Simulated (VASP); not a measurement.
**As2O: single point with PBE**

As2O:

```
O As
1.0
     3.04570   -0.01452   -0.01861
    -1.53542    2.57209    0.01697
    -0.03039    0.01445    4.58862
O As
1 2
Direct
  0.94408 0.75650 0.09446
  0.26535 0.43847 0.33234
  0.58964 0.07327 0.75573
```

```json
{"Program": "VASP 6.6.1", "Task": "single point", "Functional": "PBE", "Potentials or basis": "VASP PAW PBE potentials, release 64 (O, As)", "Cutoff": "520 eV", "k mesh": "3 × 3 × 1", "Occupations": "fermi-dirac, width 0.15 eV", "Spin": "no spin polarisation", "Dipole correction": "no", "Further INCAR settings": "ALGO = Normal; EDIFF = 1e-06; NBANDS = 15"}
```

```yaml
Pressure: 47.8 GPa
Largest_force: 0.940 eV/Å
Band_gap_on_the_k_mesh: zero (band 8 reaches 11.65 eV, above the bottom of band 9 at 6.64 eV)
```

Forces in eV/Å, atoms in the order of the input:
```
O    0.721 -0.434 -0.017
As  -0.690  0.320 -0.552
As  -0.032  0.113  0.569
```

Stress tensor (GPa, compression positive):
```
33.53 -3.40 -2.28
-3.40 29.43  4.74
-2.28  4.74 80.57
```

Levels at points of the mesh, in eV from the Fermi level:
```csv
k point,band 6,band 7,band 8,band 9,band 10,band 11
"(0.00, 0.00, 0.00)",-3.68,-2.28,1.43,1.50,4.93,5.29
```

Run time: 11 s on 1 thread of Intel Xeon 8259CL, with other jobs on the host, peak memory 0.15 GiB.

Caveat: the k points lie up to 1.37 Å⁻¹ apart.
